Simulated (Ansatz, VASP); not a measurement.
**K: VASP beside Ansatz**

```
K
1.0
     4.68334    0.00000    0.00000
    -2.34167    4.05589    0.00000
     0.00000    0.00000    7.62592
K
2
Direct
  0.33333 0.66667 0.25000
  0.66667 0.33333 0.75000
```

Alike in both runs: task single point; functional LDA; k mesh 9 × 9 × 5; occupations fermi-dirac, width 0.1 eV; no spin polarisation.

|  | VASP | Ansatz |
| --- | --- | --- |
| version | VASP 6.6.1 | Ansatz 0.2.0 |
| potentials or method | VASP PAW LDA potentials, release 64 (K_sv), cutoff 520 eV | plane waves (420 eV) with PAW, scalar-relativistic |
| valence electrons in the cell | 18 | 18 |

|  | VASP | Ansatz | Ansatz less VASP |
| --- | --- | --- | --- |
| pressure (GPa) | -0.4 | -0.4 | +0.01 |

Ansatz warns that its potentials were made for another functional, while VASP's fit it. LDA's correlation is that of Perdew and Zunger in VASP and of Perdew and Wang (1992) in Ansatz.
